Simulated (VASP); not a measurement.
# Cs2GaAg (P-3m1) in VASP: further runs, part 2 of 3

VASP 6.6.1. Earlier steps stand in the parts before.

### 3 Relaxation of cell and atoms, PBE

This run uses another cell than the first one, of 35.77 Å³/atom.

File INCAR:

```
SYSTEM = Cs2GaAg
  ALGO = Normal
  EDIFF = 1E-6
  EDIFFG = -0.04
  ENCUT = 600
  GGA = PE
  IBRION = 2
  ISIF = 3
  ISMEAR = 0
  LASPH = .TRUE.
  LCHARG = .FALSE.
  LREAL = .FALSE.
  LWAVE = .FALSE.
  NELM = 100
  NSW = 90
  PREC = Accurate
  SIGMA = 0.1
```

File KPOINTS:

```
k-points
0
G
  6 6 2
  0 0 0
```

File POSCAR:

```
Cs2GaAg
1.0
    4.6717454300      0.0000000000      0.0000000000
   -2.3358727100      4.0458502200      0.0000000000
    0.0000000000      0.0000000000      7.5693078100
Cs Ga Ag
2 1 1
Direct
    0.6666666700      0.3333333300      0.7485837300
    0.3333333300      0.6666666700      0.2514162700
    0.0000000000      0.0000000000      0.0000000000
    0.0000000000      0.0000000000      0.5000000000
```

Potentials or basis: VASP PAW PBE potentials, release 64 (Cs_sv, Ga_d, Ag).

Started as:

```
cat potpaw_PBE.64/Cs_sv/POTCAR potpaw_PBE.64/Ga_d/POTCAR potpaw_PBE.64/Ag/POTCAR > POTCAR
mpirun -np 1 vasp_std > vasp.out
```

OUTCAR:

```text
SYSTEM = Cs2GaAg
   EDIFF = 1E-6
   EDIFFG = -0.04
   ENCUT = 600
   GGA = PE
   IBRION = 2
   ISIF = 3
   ISMEAR = 0
   LASPH = .TRUE.
   LREAL = .FALSE.
   NELM = 100
   NSW = 90
   PREC = Accurate

 ion  position               nearest neighbor table
   1  0.667  0.333  0.749-   4 3.29   4 3.29   4 3.29
   2  0.333  0.667  0.251-   4 3.29   4 3.29   4 3.29
   3  0.000  0.000  0.000-
   4  0.000  0.000  0.500-   1 3.29   2 3.29   2 3.29   1 3.29   1 3.29   2 3.29

  LATTYP: Found a hexagonal cell.
 ALAT       =     4.6717454300
 C/A-ratio  =     1.6202312227

  Lattice vectors:

 A1 = (   4.6717454300,   0.0000000000,   0.0000000000)
 A2 = (  -2.3358727100,   4.0458502200,   0.0000000000)
 A3 = (   0.0000000000,   0.0000000000,   7.5693078100)

Analysis of symmetry for initial positions (statically):
=====================================================================
 Subroutine PRICEL returns:
 Original cell was already a primitive cell.

 Routine SETGRP: Setting up the symmetry group for a
 hexagonal supercell.

 Subroutine GETGRP returns: Found 12 space group operations
 (whereof 12 operations were pure point group operations)
 out of a pool of 24 trial point group operations.

The static configuration has the point symmetry D_3d.

Analysis of symmetry for dynamics (positions and initial velocities):
=====================================================================
 Subroutine PRICEL returns:
 Original cell was already a primitive cell.

 Routine SETGRP: Setting up the symmetry group for a
 hexagonal supercell.

 Subroutine GETGRP returns: Found 12 space group operations
 (whereof 12 operations were pure point group operations)
 out of a pool of 24 trial point group operations.

The dynamic configuration has the point symmetry D_3d.

 Subroutine INISYM returns: Found 12 space group operations
 (whereof 12 operations are pure point group operations),
 and found     1 'primitive' translations

----------------------------------------------------------------------------------------

                                     Primitive cell

  volume of cell :     143.0689

  direct lattice vectors                    reciprocal lattice vectors
     4.671745430  0.000000000  0.000000000     0.214052759  0.123583418  0.000000000
    -2.335872710  4.045850220  0.000000000     0.000000000  0.247166837  0.000000000
     0.000000000  0.000000000  7.569307810     0.000000000  0.000000000  0.132112476

  length of vectors
     4.671745430  4.671745425  7.569307810     0.247166836  0.247166837  0.132112476

  position of ions in fractional coordinates (direct lattice)
     0.666666670  0.333333330  0.748583730
     0.333333330  0.666666670  0.251416270
     0.000000000  0.000000000  0.000000000
     0.000000000  0.000000000  0.500000000

  ion indices of the primitive-cell ions
   primitive index   ion index
                 1           1
                 2           2
                 3           3
                 4           4

----------------------------------------------------------------------------------------

[... 30 lines left out ...]
  0.166667  0.166667  0.000000      6.000000
  0.333333  0.166667  0.000000     12.000000
  0.333333  0.333333  0.000000      2.000000
  0.000000  0.000000  0.500000      1.000000
  0.166667  0.000000  0.500000      6.000000
  0.333333  0.000000  0.500000      6.000000
  0.500000  0.000000  0.500000      3.000000
  0.166667  0.166667  0.500000      6.000000
  0.333333  0.166667  0.500000     12.000000
  0.333333  0.333333  0.500000      2.000000
   k-points           NKPTS =     14   k-points in BZ     NKDIM =     14   number of bands    NBANDS=     25
   number of dos      NEDOS =    301   number of ions     NIONS =      4
   total plane-waves  NPLWV =  96000
   dimension x,y,z NGX =    40 NGY =   40 NGZ =   60
   dimension x,y,z NGXF=    80 NGYF=   80 NGZF=  120
   ions per type =               2   1   1
   NGX,Y,Z   is equivalent  to a cutoff of  14.23, 14.23, 13.18 a.u.
   NGXF,Y,Z  is equivalent  to a cutoff of  28.47, 28.47, 26.36 a.u.
 SYSTEM =  Cs2GaAg
   PREC   = accura    normal or accurate (medium, high low for compatibility)
   ISTART =      0    job   : 0-new  1-cont  2-samecut
   ICHARG =      2    charge: 1-file 2-atom 10-const
   ISPIN  =      1    spin polarized calculation?
   LNONCOLLINEAR =      F non collinear calculations
   LSORBIT =      F    spin-orbit coupling
   LASPH  =      T    aspherical Exc in radial PAW
   ENCUT  =  600.0 eV  44.10 Ry    6.64 a.u.   9.33  9.33 15.12*2*pi/ulx,y,z
   NELM   =    100;   NELMIN=  2; NELMDL= -5     # of ELM steps
   EDIFF  = 0.1E-05   stopping-criterion for ELM
   LREAL  =      F    real-space projection
   EDIFFG = -.4E-01   stopping-criterion for IOM
   NSW    =     90    number of steps for IOM
   IBRION =      2    ionic relax: 0-MD 1-quasi-New 2-CG
   NFREE  =      1    steps in history (QN), initial steepest desc. (CG)
   ISIF   =      3    stress and relaxation
   ISYM   =      2    0-nonsym 1-usesym 2-fastsym
   POTIM  = 0.5000    time-step for ionic-motion
   TEBEG  =    0.0;   TEEND  =   0.0 temperature during run
   PSTRESS=    0.0 pullay stress
   NELECT =      42.0000    total number of electrons
   NUPDOWN=      -1.0000    fix difference up-down
   EMIN   =  10.00;   EMAX   =-10.00  energy-range for DOS
   EFERMI =   0.00;   METHOD = LEGACY
   ISMEAR =     0;   SIGMA  =   0.10  broadening in eV -4-tet -1-fermi 0-gaus
   EFERMI_NEDOS =   21; number of points for ismear=-14 and -15
   IALGO  =     38    algorithm
   IMIX   =      4    mixing-type and parameters
     AMIX     =   0.40;   BMIX     =  1.00
     AMIX_MAG =   1.60;   BMIX_MAG =  1.00
  volume/ion in A,a.u.               =      35.77       241.37
  Fermi-wavevector in a.u.,A,eV,Ry     =   1.088035  2.056088 16.106852  1.183820
  Thomas-Fermi vector in A             =   2.224208
   LORBIT       =      0    0 simple, 1 ext, 2 COOP (PROOUT), +10 PAW based schemes
   GGA     = PE    functional components
   LHFCALC =     F    Hartree Fock is set to
   AEXX    =    0.0000 exact exchange contribution
   IVDW    =     0    specifies the selected vdW correction
   LEPSILON=     F    determine dielectric tensor
   LRPA    =     F    only Hartree local field effects (RPA)
 conjugate gradient relaxation of ions
 non-spin polarized calculation
 Gauss-broadening in eV      SIGMA  =   0.10
  energy-cutoff  :      600.00
  volume of cell :      143.07
 maximum number of plane-waves:      4830
 NGX is ok and might be reduce to    40
   NGX = 19   NGY = 19   NGZ = 31

--------------------------------------- Ionic step        1  -------------------------------------------

 number of electron      42.0000012 magnetization

 Free energy of the ion-electron system (eV)
  ---------------------------------------------------
  ext. energy  EPLUGINS =         0.00000000
  ---------------------------------------------------
  free energy    TOTEN  =        -4.83438090 eV

  energy without entropy =       -4.82049036  energy(sigma->0) =       -4.82743563

------------------------ aborting loop because EDIFF is reached ----------------------------------------

  FORCE on cell =-STRESS in cart. coord.  units (eV):
  Direction    XX          YY          ZZ          XY          YZ          ZX
  --------------------------------------------------------------------------------------
  -------------------------------------------------------------------------------------
  Total        6.8336027      6.8336027      5.4346710      0.0000000     -0.0000000      0.0000000
  in kB       76.5270854     76.5270853     60.8609463      0.0000001     -0.0000000      0.0000000
  external PRESSURE =      71.3050390 kB  Pullay stress =       0.0000000 kB
[... 95 lines left out ...]
  FREE ENERGIE OF THE ION-ELECTRON SYSTEM (eV)
  ---------------------------------------------------
  free  energy   TOTEN  =        -6.0759824307 eV

  energy  without entropy=       -6.0588649827  energy(sigma->0) =       -6.06742371

[... ionic steps 4 to 14 ...]

--------------------------------------- Ionic step       15  -------------------------------------------

 number of electron      41.9999999 magnetization

------------------------ aborting loop because EDIFF is reached ----------------------------------------
[... 71 lines left out ...]
--------------------------------------- Ionic step       17  -------------------------------------------

 number of electron      41.9999994 magnetization

 Free energy of the ion-electron system (eV)
  ---------------------------------------------------
  ext. energy  EPLUGINS =         0.00000000
  ---------------------------------------------------
  free energy    TOTEN  =        -6.32115688 eV

  energy without entropy =       -6.28824510  energy(sigma->0) =       -6.30470099

 E-fermi :   1.6624     XC(G=0):  -7.2790

 val. band max:        1.6526669628   @ k =   0.3333   0.3333   0.5000
 cond. band min:       1.7110296780   @ k =   0.3333   0.0000   0.5000
 fundamental gap:      0.0583627152
 Fermi energy:         1.6624036088

 k-point     1 :       0.0000    0.0000    0.0000
  band No.  band energies     occupation
      1     -21.2012      2.00000
      2     -21.1476      2.00000
      3     -13.4951      2.00000
      4     -13.4951      2.00000
      5     -13.4201      2.00000
      6     -13.4201      2.00000
[... 412 lines left out ...]
  FREE ENERGIE OF THE ION-ELECTRON SYSTEM (eV)
  ---------------------------------------------------
  free  energy   TOTEN  =        -6.3211568795 eV

  energy  without entropy=       -6.2882450982  energy(sigma->0) =       -6.30470099

 reached required accuracy - stopping structural energy minimisation
```

CONTCAR:

```text
Cs2GaAg
   1.00000000000000
     6.0394502204825509    0.0000000019745380   -0.0000000000000000
    -3.0197251020674702    5.2303173101100686   -0.0000000000000000
    -0.0000000000000003   -0.0000000000000000    6.4220634450314327
  Cs              Ga              Ag
     2     1     1
Direct
     0.6666666699999979    0.3333333300000021    0.7162537424481690
     0.3333333300000021    0.6666666699999979    0.2837462575518311
     0.0000000000000000    0.0000000000000000    0.0000000000000000
     0.0000000000000000    0.0000000000000000    0.5000000000000000

  0.00000000E+00  0.00000000E+00  0.00000000E+00
  0.00000000E+00  0.00000000E+00  0.00000000E+00
  0.00000000E+00  0.00000000E+00  0.00000000E+00
  0.00000000E+00  0.00000000E+00  0.00000000E+00
```

It took 12 min on 1 thread of Intel Xeon Platinum 8488C (Sapphire Rapids), shared host; peak memory 0.35 GiB.

Results:

```
Free energy                           : -6.3212 eV
Relaxed volume                        : 50.72 Å³/atom
Relaxed cell                          : a = 6.039 Å, b = 6.039 Å, c = 6.422 Å, α = 90.00°, β = 90.00°, γ = 120.00°
Space group after relaxing (to 0.1 Å) : P-3m1 (No. 164)
Energy gained by relaxing             : 371.7 meV/atom
Ionic steps                           : 17
Pressure after relaxing               : 0.0 GPa
Largest force after relaxing          : 0.023 eV/Å
Band gap on the k mesh                : zero (bands 21 and 22 overlap by 0.68 eV)
```

Forces in eV/Å, atoms in the order of the input:
```
Cs   0.000  0.000  0.023
Cs   0.000  0.000 -0.023
Ga   0.000  0.000  0.000
Ag   0.000  0.000  0.000
```

The path:
| step | energy change (eV) | largest force (eV/Å) | pressure (GPa) | volume (Å³) |
| --- | --- | --- | --- | --- |
| 1 | 0.0000 | 0.4179 | 7.13 | 143.07 |
| 2 | -0.9929 | 0.2711 | 2.31 | 178.61 |
| 3 | -1.2416 | 0.1816 | 0.60 | 206.46 |
| 4 | -1.2749 | 0.1487 | 0.09 | 220.37 |
| 5 | -1.2767 | 0.1400 | -0.04 | 224.75 |
| 6 | -1.2834 | 0.1294 | -0.04 | 224.41 |
| 7 | -1.3034 | 0.0995 | -0.05 | 223.31 |
| 8 | -1.3436 | 0.0454 | -0.08 | 220.71 |
| 9 | -1.4256 | 0.0349 | -0.12 | 213.88 |
| 10 | -1.3759 | 0.1538 | 0.13 | 193.25 |
| 11 | -1.4749 | 0.0463 | -0.10 | 207.47 |
| 12 | -1.4791 | 0.0744 | -0.01 | 201.82 |
| 13 | -1.4826 | 0.0578 | -0.07 | 204.93 |
| 14 | -1.4832 | 0.0623 | -0.06 | 204.25 |
| 15 | -1.4839 | 0.0374 | 0.12 | 198.51 |
| 16 | -1.4852 | 0.0478 | 0.04 | 201.07 |
| 17 | -1.4868 | 0.0228 | -0.03 | 202.86 |

Final structure:
```
CELL_PARAMETERS angstrom
6.03945 0.00000 0.00000
-3.01973 5.23032 0.00000
0.00000 0.00000 6.42206
ATOMIC_POSITIONS crystal
Cs 0.66667 0.33333 0.71625
Cs 0.33333 0.66667 0.28375
Ga 0.00000 0.00000 0.00000
Ag 0.00000 0.00000 0.50000
```

Caveat: the k points lie up to 0.49 Å⁻¹ apart in the final cell, too coarse for converged energies and pressures of a metal; the volume moved by over 15 % at a fixed basis, so the end points are rough; spin-orbit coupling is left out, which moves the levels of the heavy elements.

(Continued in part 3 of 3.)
